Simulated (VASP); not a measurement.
# TiSi16 (a cell with a defect) in VASP: notebook, part 2 of 2

VASP 6.6.1.

### 3 Single point, PBE

The input, INCAR:

```
  ALGO = Normal
  EDIFF = 1E-7
  ENCUT = 520
  GGA = PE
  ISIF = 2
  ISMEAR = -1
  LASPH = True
  LCHARG = False
  LREAL = Auto
  LWAVE = False
  NBANDS = 52
  NELM = 60
  PREC = Accurate
  SIGMA = 0.05
```

The input, KPOINTS:

```
k-points
0
Gamma
  2 2 2
```

The input, POSCAR:

```
TiSi16
1.0
    0.0000000000      5.4300000000      5.4300000000
    5.4300000000      0.0000000000      5.4300000000
    5.4300000000      5.4300000000      0.0000000000
Si Ti
16 1
Direct
    0.0012642726     -0.0036219153      0.0014119705
    0.1213120626      0.1291232965      0.1214511050
   -0.0119616022      0.0046597606      0.5039107735
    0.1212433702      0.1291772560      0.6286067219
    0.0013573665      0.5020258748      0.0014713628
    0.1248404236      0.6257262431      0.1250229282
    0.0012686924      0.5020246777      0.4957132597
    0.1212527624      0.6221393186      0.6285288214
    0.5037412523      0.0047069982     -0.0118082873
    0.6284542357      0.1291592081      0.1213978821
    0.5037841621      0.0045784530      0.5039222836
    0.6248169429      0.1256594843      0.6249429098
    0.4955430939      0.5020197053      0.0014138122
    0.6283943831      0.6221363720      0.1213890424
    0.5037720994      0.4889415285      0.5039895948
    0.6283963168      0.6221132597      0.6285329650
    0.3748303867     -0.1242802947      0.3749950276
```

Potentials or basis: VASP PAW PBE potentials, release 64 (Si, Ti_sv).

Run with:

```bash
$ cat potpaw_PBE.64/Si/POTCAR potpaw_PBE.64/Ti_sv/POTCAR > POTCAR
$ mpirun -np 1 vasp_std > vasp.out
```

OUTCAR:

```text
EDIFF = 1E-7
   ENCUT = 520
   GGA = PE
   ISIF = 2
   ISMEAR = -1
   LASPH = True
   LREAL = Auto
   NELM = 60
   PREC = Accurate

 ion  position               nearest neighbor table
   1  0.001  0.996  0.001-   6 2.32   4 2.34  10 2.34   2 2.34
   2  0.121  0.129  0.121-   1 2.34   5 2.34   9 2.40   3 2.40  17 2.75
   3  0.988  0.005  0.504-  12 2.28   4 2.40   2 2.40   8 2.40  17 2.43
   4  0.121  0.129  0.629-   1 2.34   7 2.34   3 2.40  11 2.40  17 2.75
   5  0.001  0.502  0.001-   6 2.32   2 2.34   8 2.34  14 2.34
   6  0.125  0.626  0.125-   1 2.32   7 2.32  13 2.32   5 2.32
   7  0.001  0.502  0.496-   6 2.32   4 2.34  16 2.34   8 2.34
[... 647 lines left out ...]
  in kB       40.4592995     40.4124411     40.4376905      0.0063509      0.0229159      0.0581984
  external PRESSURE =      40.4364770 kB  Pullay stress =       0.0000000 kB

 VOLUME and BASIS-vectors are now :
 -----------------------------------------------------------------------------
  energy-cutoff  :      520.00
  volume of cell :      320.21
      direct lattice vectors                 reciprocal lattice vectors
     0.000000000  5.430000000  5.430000000    -0.092081031  0.092081031  0.092081031
     5.430000000  0.000000000  5.430000000     0.092081031 -0.092081031  0.092081031
     5.430000000  5.430000000  0.000000000     0.092081031  0.092081031 -0.092081031

 POSITION                                       TOTAL-FORCE (eV/Angst)
 -----------------------------------------------------------------------------------
      5.41800      0.01453      5.41720        -0.000762      0.002539     -0.001300
      1.36062      1.31820      1.35986         0.004114      0.002242      0.003640
      2.76154      8.10128      5.39035         0.001478     -0.002875     -0.004885
      4.11477      4.07169      1.35978        -0.006127     -0.000915      0.004252
      2.73399      0.01536      2.73337         0.002827     -0.002944      0.000762
      4.07657      1.35676      4.07558        -0.009286      0.001143     -0.007092
[... 9 lines left out ...]
      6.79101      6.82513      6.79027         0.002005      0.000557      0.000486
      6.79138      4.07155      6.79049         0.000421     -0.002916      0.002331
 -----------------------------------------------------------------------------------
    total drift:                                0.002574     -0.000307      0.004526

  FREE ENERGIE OF THE ION-ELECTRON SYSTEM (eV)
  ---------------------------------------------------
  free  energy   TOTEN  =       -92.2642391193 eV

  energy  without entropy=      -92.1661933735  energy(sigma->0) =      -92.21521625
```

OSZICAR:

```text
N       E                     dE             d eps       ncg     rms          rms(c)
DAV:   1     0.348153444542E+03    0.34815E+03   -0.30864E+04   840   0.126E+03
DAV:   2    -0.586471376633E+02   -0.40680E+03   -0.38836E+03   984   0.248E+02
DAV:   3    -0.926194117783E+02   -0.33972E+02   -0.33099E+02  1200   0.651E+01
DAV:   4    -0.951261557013E+02   -0.25067E+01   -0.24758E+01  1296   0.152E+01
DAV:   5    -0.951772419366E+02   -0.51086E-01   -0.50679E-01  1080   0.206E+00    0.187E+01
DAV:   6    -0.944036986003E+02    0.77354E+00   -0.16019E+01  1152   0.192E+01    0.145E+01
DAV:   7    -0.930396076936E+02    0.13641E+01   -0.20491E+01  1140   0.226E+01    0.943E+00
DAV:   8    -0.923382635518E+02    0.70134E+00   -0.14325E+00  1016   0.558E+00    0.276E+00
DAV:   9    -0.922598222775E+02    0.78441E-01   -0.44501E-01  1264   0.271E+00    0.532E-01
DAV:  10    -0.922624229682E+02   -0.26007E-02   -0.18085E-02  1052   0.499E-01    0.379E-01
DAV:  11    -0.922641992776E+02   -0.17763E-02   -0.33959E-03   992   0.244E-01    0.183E-01
DAV:  12    -0.922641935821E+02    0.56955E-05   -0.10137E-03  1088   0.158E-01    0.453E-02
DAV:  13    -0.922642359903E+02   -0.42408E-04   -0.10797E-04   984   0.437E-02    0.163E-02
DAV:  14    -0.922642379021E+02   -0.19118E-05   -0.16974E-05  1008   0.178E-02    0.640E-03
DAV:  15    -0.922642395613E+02   -0.16592E-05   -0.27586E-06   968   0.713E-03    0.348E-03
DAV:  16    -0.922642390837E+02    0.47756E-06   -0.14000E-07   736   0.166E-03    0.135E-03
DAV:  17    -0.922642391193E+02   -0.35635E-07   -0.87061E-08   664   0.124E-03
   1 F= -.92264239E+02 E0= -.92215216E+02  d E =-.980457E-01
```

stdout:

```text
POSCAR found type information on POSCAR SiTi
 POSCAR found :  2 types and      17 ions
 scaLAPACK will be used
 LDA part: xc-table for (Slater+PW92), standard interpolation
 POSCAR, INCAR and KPOINTS ok, starting setup
 FFT: planning ... GRIDC
 FFT: planning ... GRID_SOFT
 FFT: planning ... GRID
 WAVECAR not read
 entering main loop
```

Run time: 7.2 min. Hardware: 1 thread of Intel Xeon 8259CL, shared host; peak memory 0.51 GiB.

What came out:

```
Free energy            : -92.2642 eV
Pressure               : 4.0 GPa
Largest force          : 0.012 eV/Å
Band gap on the k mesh : zero (bands 38 and 39 overlap by 0.44 eV)
```

Forces on the atoms (eV/Å):
```
Si  -0.001  0.003 -0.001
Si   0.004  0.002  0.004
Si   0.001 -0.003 -0.005
Si  -0.006 -0.001  0.004
Si   0.003 -0.003  0.001
Si  -0.009  0.001 -0.007
Si   0.002 -0.001  0.005
Si   0.001  0.002  0.002
Si  -0.008 -0.003  0.001
Si   0.005 -0.001 -0.005
Si   0.001  0.000  0.001
Si   0.003  0.002  0.002
Si   0.006  0.000  0.003
Si   0.004  0.002  0.000
Si  -0.009  0.001 -0.007
Si   0.002  0.001  0.000
Ti   0.000 -0.003  0.002
```

Caveat: the k points lie up to 0.50 Å⁻¹ apart.
